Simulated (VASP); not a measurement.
Runs of VASP 6.6.1 on Ag. The structure is that of space group Fm-3m (No. 225), or close to it. The cells are those of the table. 

```tsv
cell	gap on the mesh (eV)	pressure (GPa)
a = 2.946, b = 2.908, c = 4.055 Å, 2 atoms	none	-0.3
a = 2.815, b = 2.815, c = 4.178 Å, 2 atoms	none	(c)
a = 2.946, b = 2.946, c = 4.166 Å, 2 atoms	none	(b)
a = 2.946, b = 2.946, c = 4.067 Å, 2 atoms	none	-1.9
a = 2.772, b = 2.935, c = 4.151 Å, 2 atoms	none	3.2
a = 3.033, b = 3.033, c = 4.289 Å, 2 atoms	none	(a)
a = 2.989, b = 2.989, c = 4.227 Å, 2 atoms	none	-7.1
a = 2.772, b = 2.772, c = 4.215 Å, 2 atoms	none	8.7
```

Alike in all rows: task single point; level r2SCAN; potentials or basis VASP PAW PBE potentials, release 64 (Ag); no spin polarisation; k mesh 18 × 18 × 12; cutoff (eV) 520; smearing gaussian 0.1 eV.

Estimate the missing entries.

(a) -9.3; (b) -4.0; (c) 5.4.

Caveats: the PAW data sets were made with another functional, which shifts forces and pressure a little; the cell stands under pressure (at least some runs); the cell stands under tension (at least some runs).

A k mesh can miss the band edges, and the runs leave out spin-orbit coupling on Ag.

A gap of «none» marks levels without a gap at the run's occupations.
